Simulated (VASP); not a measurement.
ScSi2O3: relaxation of cell and atoms with PBE

The system is ScSi2O3.

```
Sc Si O
1.0
     5.09138    0.00000    0.00000
    -2.54569    4.40927    0.00000
     0.00000    0.00000    6.79542
Sc Si O
2 4 6
Direct
  0.00000 0.00000 0.00000
  0.00000 0.00000 0.50000
  0.66667 0.33333 0.07820
  0.33333 0.66667 0.92180
  0.33333 0.66667 0.57820
  0.66667 0.33333 0.42180
  0.17419 0.34838 0.75000
  0.65162 0.82581 0.75000
  0.17419 0.82581 0.75000
  0.82581 0.65162 0.25000
  0.34838 0.17419 0.25000
  0.82581 0.17419 0.25000
```

The cell was generated, and may not be a known phase.

| Quantity | Value |
| --- | --- |
| Program | VASP 6.6.1 |
| Task | relaxation of cell and atoms |
| Functional | PBE |
| Potentials or basis | VASP PAW PBE potentials, release 64 (Sc_sv, Si, O) |
| Cutoff | 600 eV |
| k mesh | 12 × 12 × 6 |
| Occupations | gaussian, width 0.1 eV |
| Spin | no spin polarisation |
| Dipole correction | no |
| Further INCAR settings | ALGO = Fast; EDIFF = 1e-06; IBRION = 2; EDIFFG = -0.01; NSW = 100; ISIF = 3 |

The relaxed volume is 12.74 Å³/atom and the relaxed cell is a = 5.121 Å, b = 5.121 Å, c = 6.730 Å, α = 90.00°, β = 90.00°, γ = 120.00°. The space group after relaxing (to 0.1 Å) is P6_3/mmc (No. 194) and the energy gained by relaxing is 0.6 meV/atom. The ionic steps are 9, the pressure after relaxing is 0.0 GPa and the band gap on the k mesh is zero (bands 37 and 38 overlap by 0.87 eV).

Forces in eV/Å, atoms in the order of the input:
```
Sc   0.000  0.000  0.000
Sc   0.000  0.000  0.000
Si   0.000  0.000 -0.003
Si   0.000  0.000  0.003
Si   0.000  0.000 -0.003
Si   0.000  0.000  0.003
O    0.000 -0.002  0.000
O    0.001  0.001  0.000
O   -0.001  0.001  0.000
O    0.000  0.002  0.000
O   -0.001 -0.001  0.000
O    0.001 -0.001  0.000
```

Step by step:
| step | energy change (eV) | largest force (eV/Å) | pressure (GPa) | volume (Å³) |
| --- | --- | --- | --- | --- |
| 1 | 0.0000 | 0.0727 | 0.46 | 152.55 |
| 2 | -0.0031 | 0.0697 | -0.30 | 153.35 |
| 3 | -0.0031 | 0.0743 | -0.31 | 153.40 |
| 4 | -0.0053 | 0.0975 | -0.16 | 153.41 |
| 5 | -0.0055 | 0.1253 | -0.11 | 153.41 |
| 6 | -0.0070 | 0.0354 | -0.14 | 153.28 |
| 7 | -0.0071 | 0.0457 | -0.16 | 153.25 |
| 8 | -0.0077 | 0.0166 | -0.06 | 153.00 |
| 9 | -0.0078 | 0.0025 | -0.01 | 152.87 |

Final structure:
```
Sc Si O
1.0
     5.12136    0.00000    0.00000
    -2.56068    4.43523    0.00000
     0.00000    0.00000    6.73009
Sc Si O
2 4 6
Direct
  0.00000 0.00000 0.00000
  0.00000 0.00000 0.50000
  0.66667 0.33333 0.07575
  0.33333 0.66667 0.92425
  0.33333 0.66667 0.57575
  0.66667 0.33333 0.42425
  0.17461 0.34922 0.75000
  0.65078 0.82539 0.75000
  0.17461 0.82539 0.75000
  0.82539 0.65078 0.25000
  0.34922 0.17461 0.25000
  0.82539 0.17461 0.25000
```

Levels at points of the mesh, in eV from the Fermi level:
| k point | band 33 | band 34 | band 35 | band 36 | band 37 | band 38 | band 39 | band 40 | band 41 | band 42 |
| --- | --- | --- | --- | --- | --- | --- | --- | --- | --- | --- |
| (0.00, 0.00, 0.00) | -2.63 | -2.11 | -1.96 | -0.99 | -0.61 | -0.61 | 0.20 | 0.20 | 1.16 | 2.36 |
| (0.50, 0.00, 0.00) | -3.24 | -3.15 | -2.28 | -1.78 | -0.24 | 0.73 | 0.79 | 1.05 | 1.15 | 1.19 |
| (0.00, 0.00, 0.50) | -2.68 | -2.68 | -1.63 | -1.63 | -0.24 | -0.24 | -0.24 | -0.24 | 1.72 | 1.72 |
| (0.50, 0.00, 0.50) | -3.20 | -3.20 | -1.75 | -1.75 | 0.26 | 0.26 | 0.55 | 0.55 | 1.50 | 1.50 |

Wall time 2.2 h on 1 thread of Oxide Virtual Turin-like Processor (shared host), peak memory 0.64 GiB.
